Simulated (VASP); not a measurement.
# C (Fd-3m) in VASP: G0W0 quasiparticle levels with PBE0

Aim: the G0W0 quasiparticle levels of C with PBE0.

Everything below comes from runs of VASP 6.6.1. Logs are shortened: lines on timing, memory, paths and dates and some standing lists are left out, and cuts for length are marked.

**1. The cell of the first run**

It takes space group Fd-3m (No. 227, cubic). The conventional cell has a = 3.560 Å, b = 3.560 Å, c = 3.560 Å, α = 90.00°, β = 90.00°, γ = 90.00°. Within 2.1 Å of C (site symmetry -43m) lie 4 C at 1.54 Å.

**2. G0W0 quasiparticle levels, PBE0**

POSCAR reads:

```
C
1.0
    0.0000000000      1.7801241425      1.7801241425
    1.7801241425      0.0000000000      1.7801241425
    1.7801241425      1.7801241425      0.0000000000
C
2
Direct
    0.0000000000      0.0000000000      0.0000000000
    0.2500000000      0.2500000000      0.2500000000
```

INCAR.step1 reads:

```
SYSTEM = C
PREC = Accurate ; ENCUT = 500
EDIFF = 1E-5 ; ISMEAR = 0
SIGMA = 0.02 ; LREAL = .FALSE.
LASPH = .TRUE. ; NELM = 80
ALGO = Normal ; ISIF = 2
LWAVE = .TRUE. ; LCHARG = .FALSE.
GGA = PE
```

INCAR.step2 reads:

```
SYSTEM = C
PREC = Accurate ; ENCUT = 500
EDIFF = 1E-8 ; ISMEAR = 0
SIGMA = 0.01 ; LREAL = .FALSE.
LASPH = .TRUE. ; NELM = 80
ALGO = Normal ; LWAVE = .TRUE.
LCHARG = .FALSE. ; GGA = PE
LHFCALC = .TRUE. ; AEXX = 0.25
PRECFOCK = Fast ; ISTART = 1
```

INCAR.step3 reads:

```
SYSTEM = C
PREC = Accurate ; ENCUT = 500
EDIFF = 1E-8 ; ISMEAR = 0
SIGMA = 0.01 ; LREAL = .FALSE.
LASPH = .TRUE. ; NELM = 1
ALGO = Exact ; LWAVE = .TRUE.
LCHARG = .FALSE. ; GGA = PE
LHFCALC = .TRUE. ; AEXX = 0.25
PRECFOCK = Fast ; ISTART = 1
NBANDS = 65 ; LOPTICS = .TRUE.
```

INCAR.step4 reads:

```
SYSTEM = C
PREC = Accurate ; ENCUT = 500
EDIFF = 1E-8 ; ISMEAR = 0
SIGMA = 0.01 ; LREAL = .FALSE.
LASPH = .TRUE. ; ALGO = EVGW0
LWAVE = .FALSE. ; LCHARG = .FALSE.
GGA = PE ; LHFCALC = .TRUE.
AEXX = 0.25 ; PRECFOCK = Fast
ISTART = 1 ; NELMGW = 1
NBANDS = 65 ; ENCUTGW = 180.0
NOMEGA = 48 ; NBANDSGW = 12
```

KPOINTS reads:

```
Automatic mesh
0
G
  8 8 8
  0 0 0
```

Potentials or basis: VASP PAW PBE potentials, release 64 (C_GW).

On the command line:

```bash
cat potpaw_PBE.64/C_GW/POTCAR > POTCAR
cp INCAR.step1 INCAR
mpirun -np 1 vasp_std > vasp.out
cp INCAR.step2 INCAR
mpirun -np 1 vasp_std > vasp.out
cp INCAR.step3 INCAR
mpirun -np 1 vasp_std > vasp.out
cp INCAR.step4 INCAR
mpirun -np 1 vasp_std > vasp.out
```

OUTCAR:

```text
SYSTEM = C
   PREC = Accurate
   ENCUT = 500
   EDIFF = 1E-8
   ISMEAR = 0
   LREAL = .FALSE.
   LASPH = .TRUE.
   GGA = PE
   LHFCALC = .TRUE.
   AEXX = 0.25
   PRECFOCK = Fast
   ISTART = 1
   NELMGW = 1
   ENCUTGW = 180.0

 ion  position               nearest neighbor table
   1  0.000  0.000  0.000-   2 1.54   2 1.54   2 1.54   2 1.54
   2  0.250  0.250  0.250-   1 1.54   1 1.54   1 1.54   1 1.54

  LATTYP: Found a face centered cubic cell.
 ALAT       =     3.5602482850

  Lattice vectors:

 A1 = (   0.0000000000,   1.7801241425,   1.7801241425)
 A2 = (   1.7801241425,   0.0000000000,   1.7801241425)
 A3 = (   1.7801241425,   1.7801241425,   0.0000000000)

Analysis of symmetry for initial positions (statically):
=====================================================================
 Subroutine PRICEL returns:
 Original cell was already a primitive cell.

 Routine SETGRP: Setting up the symmetry group for a
 face centered cubic supercell.

 Subroutine GETGRP returns: Found 48 space group operations
 (whereof 24 operations were pure point group operations)
 out of a pool of 48 trial point group operations.

The static configuration has the point symmetry T_d .
 The point group associated with its full space group is O_h .

Analysis of symmetry for dynamics (positions and initial velocities):
=====================================================================
 Subroutine PRICEL returns:
 Original cell was already a primitive cell.

 Routine SETGRP: Setting up the symmetry group for a
 face centered cubic supercell.

 Subroutine GETGRP returns: Found 48 space group operations
 (whereof 24 operations were pure point group operations)
 out of a pool of 48 trial point group operations.

The dynamic configuration has the point symmetry T_d .
 The point group associated with its full space group is O_h .

 Subroutine INISYM returns: Found 48 space group operations
 (whereof 24 operations are pure point group operations),
 and found     1 'primitive' translations

[... 92 lines left out ...]
   ENCUT  =  500.0 eV  36.75 Ry    6.06 a.u.   4.59  4.59  4.59*2*pi/ulx,y,z
   NELM   =     60;   NELMIN=  2; NELMDL=  0     # of ELM steps
   EDIFF  = 0.1E-07   stopping-criterion for ELM
   LREAL  =      F    real-space projection
   EDIFFG = 0.1E-06   stopping-criterion for IOM
   NSW    =      0    number of steps for IOM
   IBRION =     -1    ionic relax: 0-MD 1-quasi-New 2-CG
   NFREE  =      0    steps in history (QN), initial steepest desc. (CG)
   ISIF   =      0    stress and relaxation
   ISYM   =      3    0-nonsym 1-usesym 2-fastsym
   POTIM  = 0.5000    time-step for ionic-motion
   TEBEG  =    0.0;   TEEND  =   0.0 temperature during run
   PSTRESS=    0.0 pullay stress
   NELECT =       8.0000    total number of electrons
   NUPDOWN=      -1.0000    fix difference up-down
   EMIN   =  10.00;   EMAX   =-10.00  energy-range for DOS
   EFERMI =   0.00;   METHOD = LEGACY
   ISMEAR =     0;   SIGMA  =   0.01  broadening in eV -4-tet -1-fermi 0-gaus
   EFERMI_NEDOS =   21; number of points for ismear=-14 and -15
   IALGO  =     38    algorithm
   IMIX   =      1    mixing-type and parameters
     AMIX     =   0.40;   BMIX     =  1.00
     AMIX_MAG =   1.60;   BMIX_MAG =  1.00
  volume/ion in A,a.u.               =       5.64        38.07
  Fermi-wavevector in a.u.,A,eV,Ry     =   1.459860  2.758735 28.996616  2.131191
  Thomas-Fermi vector in A             =   2.576377
   LORBIT       =      0    0 simple, 1 ext, 2 COOP (PROOUT), +10 PAW based schemes
   GGA     = PE    functional components
   LHFCALC =     T    Hartree Fock is set to
   PRECFOCK=fast      Normal, Fast or Accurate (Low or Medium for compatibility)
   ENCUT4O =  -1.0   cutoff for four orbital integrals eV
   NKREDX  =     1    reduce k-point grid by
   NKREDY  =     1    reduce k-point grid by
   NKREDZ  =     1    reduce k-point grid by
   AEXX    =    1.0000 exact exchange contribution
   HFSCREEN=    0.0000 screening length (either q_TF or 0.3 A-1)
   HFSCREENC=   0.0000 screening length for correlation (either q_TF or 0.3 A-1)
   ENCUTFOCK=  -1.0 apply spherical cutoff to Coloumb kernel
   IVDW    =     0    specifies the selected vdW correction
   LEPSILON=     F    determine dielectric tensor
   LRPA    =     F    only Hartree local field effects (RPA)
   LRPAFORCE           =     F    calculate RPA forces
   ENCUTGW             = 180.0    cutoff for response function in eV
   ENCUTGWSOFT         = 144.0    soft cutoff for Coulomb kernel in GW response function in eV
   ENCUTLF             =  -1.0    cutoff for local field effects
   NELMGW              =     1    number of iterations in solving QP/BSE equation
   NELMHF              =     1    number of iterations in the inner HF iteration
   NKREDLFX            =     1    NKREDLFY  =   1   NKREDLFZ  =   1
 non-spin polarized calculation
 Gauss-broadening in eV      SIGMA  =   0.01
  energy-cutoff  :      500.00
  volume of cell :       11.28
 maximum number of plane-waves:       302
  NGX = 12; NGY = 12; NGZ = 12
 maximum number of plane-waves:        70

 QP shifts <psi_nk| G(iteration)W_0 |psi_nk>: iteration 1
 for sc-GW calculations column KS-energies equals QP-energies in previous step
 and V_xc(KS)=  KS-energies - (<T + V_ion + V_H > + <T+V_H+V_ion>^1  + <V_x>^1)

 k-point   1 :       0.0000    0.0000    0.0000
  band No.  KS-energies  QP-energies   sigma(KS)   V_xc(KS)     V^pw_x(r,r')   Z            occupation Imag(sigma)

      1     -14.8152     -14.4717     -17.4528     -17.8939     -25.4786       0.7787       2.0000       1.2137
      2       8.8415       8.8875     -17.6784     -17.7325     -19.2394       0.8509       2.0000       0.0664
      3       8.8415       8.8875     -17.6784     -17.7325     -19.2394       0.8509       2.0000       0.0664
      4       8.8415       8.8875     -17.6784     -17.7325     -19.2394       0.8509       2.0000       0.0664
      5      16.5768      16.8553     -13.9608     -14.2892      -9.2722       0.8478       0.0000      -0.0856
      6      16.5768      16.8553     -13.9608     -14.2892      -9.2722       0.8478       0.0000      -0.0856
      7      16.5768      16.8553     -13.9608     -14.2892      -9.2722       0.8478       0.0000      -0.0856
      8      25.0081      24.9072     -14.6210     -14.4953      -7.6808       0.8031       0.0000      -0.1915
      9      30.5585      30.0706     -11.0730     -10.4831      -4.2980       0.8272       0.0000      -0.2953
     10      37.9898      37.9621     -12.3843     -12.3516      -5.9456       0.8483       0.0000      -0.4439
     11      37.9898      37.9621     -12.3843     -12.3516      -5.9456       0.8483       0.0000      -0.4439
     12      39.0045      38.5915     -10.4453      -9.9571      -3.2468       0.8459       0.0000      -0.8197
[... 356 lines left out ...]
      1      -7.4603      -7.2898     -18.0420     -18.2622     -24.3279       0.7743       2.0000       0.4768
      2      -4.7956      -4.6932     -16.9344     -17.0643     -22.0055       0.7879       2.0000       0.2753
      3       1.8575       1.8462     -17.4284     -17.4148     -20.7328       0.8252       2.0000       0.1217
      4       3.6826       3.6985     -17.2421     -17.2612     -19.9999       0.8352       2.0000       0.0985
      5      19.3657      19.4462     -12.7526     -12.8474      -7.4730       0.8491       0.0000      -0.1068
      6      20.7174      20.8167     -13.7015     -13.8201      -8.0152       0.8371       0.0000      -0.1221
      7      24.7696      24.9155     -14.3442     -14.5244      -7.5611       0.8099       0.0000      -0.1827
      8      26.6640      26.7233     -13.6012     -13.6750      -6.3812       0.8030       0.0000      -0.2290
      9      29.7014      29.5532     -12.0573     -11.8784      -5.5501       0.8284       0.0000      -0.2415
     10      36.0198      35.8325     -13.5244     -13.2889      -5.1107       0.7953       0.0000      -0.6227
     11      38.0586      37.8100     -12.1709     -11.8703      -4.6398       0.8270       0.0000      -0.6397
     12      40.6302      40.1850     -10.9917     -10.4600      -3.8077       0.8374       0.0000      -0.7221

 [... further k-points ...]
```

OUTCAR.step1:

```text
SYSTEM = C
   PREC = Accurate
   ENCUT = 500
   EDIFF = 1E-5
   ISMEAR = 0
[... 489 lines left out ...]
      0.00000      0.00000      0.00000        -0.000000     -0.000000     -0.000000
      0.89006      0.89006      0.89006         0.000000      0.000000      0.000000
 -----------------------------------------------------------------------------------
    total drift:                               -0.000000     -0.000000     -0.000000

  FREE ENERGIE OF THE ION-ELECTRON SYSTEM (eV)
  ---------------------------------------------------
  free  energy   TOTEN  =       -18.2002557674 eV

  energy  without entropy=      -18.2002557674  energy(sigma->0) =      -18.20025577
```

OUTCAR.step2:

```text
SYSTEM = C
   PREC = Accurate
   ENCUT = 500
   EDIFF = 1E-8
   ISMEAR = 0
[... 492 lines left out ...]
      0.00000      0.00000      0.00000        -0.000000     -0.000000     -0.000000
      0.89006      0.89006      0.89006         0.000000      0.000000      0.000000
 -----------------------------------------------------------------------------------
    total drift:                                0.000000     -0.000000      0.000000

  FREE ENERGIE OF THE ION-ELECTRON SYSTEM (eV)
  ---------------------------------------------------
  free  energy   TOTEN  =       -22.1635679701 eV

  energy  without entropy=      -22.1635679701  energy(sigma->0) =      -22.16356797
```

Run time: 10 min. Hardware: 1 thread of Intel Xeon 6975P-C (Granite Rapids), shared host; peak memory 0.48 GiB.

What came out:

```
Quasiparticle gap                                   : 6.00 eV
Least direct quasiparticle gap                      : 7.97 eV
Band gap of the starting levels on the mesh         : 6.06 eV
Least direct gap of the starting levels on the mesh : 7.74 eV
```

Caveat: the k points lie up to 0.38 Å⁻¹ apart; bands, screening cutoff and mesh are small and nothing is extrapolated, so the quasiparticle values aren't converged.
